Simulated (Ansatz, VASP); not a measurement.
**Two plane-wave programs on Br**

Contents of INCAR:

```
SYSTEM = Br
ALGO     = Normal         ! electronic algorithm
EDIFF    = 1E-6           ! SCF threshold, eV
ENCUT    = 500            ! plane-wave cutoff, eV
GGA_COMPAT= .False.      
ISIF     = 2              ! what is computed and relaxed
ISMEAR   = -1             ! smearing method
LASPH    = .True.         ! aspherical terms in the spheres
LCHARG   = .False.        ! write CHGCAR
LREAL    = .False.        ! projectors in reciprocal space
LWAVE    = .False.        ! write WAVECAR
NBANDS   = 10             ! bands
NELM     = 120            ! most SCF steps
PREC     = Accurate       ! precision mode
SIGMA    = 0.1            ! smearing width, eV
```

Contents of KPOINTS:

```
k-points
0
Gamma
  16 16 16
  0 0 0
```

File POSCAR:

```
Br
1.0
    0.0000000000      1.9086761404      1.9086761404
    1.9086761404      0.0000000000      1.9086761404
    1.9086761404      1.9086761404      0.0000000000
Br
1
Direct
    0.0000000000      0.0000000000      0.0000000000
```

Input for Ansatz:

```yaml
crystal:
  lattice:
    - [0.0, 1.9086761404, 1.9086761404]
    - [1.9086761404, 0.0, 1.9086761404]
    - [1.9086761404, 1.9086761404, 0.0]
  atoms:
    - { symbol: Br, position: [0.0, 0.0, 0.0] }
kpoints:
  mp_grid: { grid: [16, 16, 16] }
scf:
  occupations: { method: fermi_dirac, width: 0.1 }
hamiltonian:
  xc: lda
  pseudopotentials: { kind: paw }
output:
  forces: true
  stress: true
  eigenvalues: true
```

Change from the starting cell: volume scaled by 0.606, to set the pressure.

Alike in both runs: task single point; functional LDA; k mesh 16 × 16 × 16; occupations fermi-dirac, width 0.1 eV; no spin polarisation.

```csv
,VASP,Ansatz
version,VASP 6.6.1,Ansatz 0.2.0
potentials or method,"VASP PAW LDA potentials, release 64 (Br)","PAW with Ansatz's default frozen-core files, scalar-relativistic"
plane-wave cutoff (eV),500,420
valence electrons in the cell,7,7
```

```tsv
	VASP	Ansatz	Ansatz less VASP
pressure (GPa)	79.7	79.1	-0.64
```

LDA's correlation is that of Perdew and Zunger in VASP and of Perdew and Wang (1992) in Ansatz. Both programs put the cell under a high pressure, so it lies far from rest at this level.

Noted on VASP's run: the cell as given lies far from equilibrium.
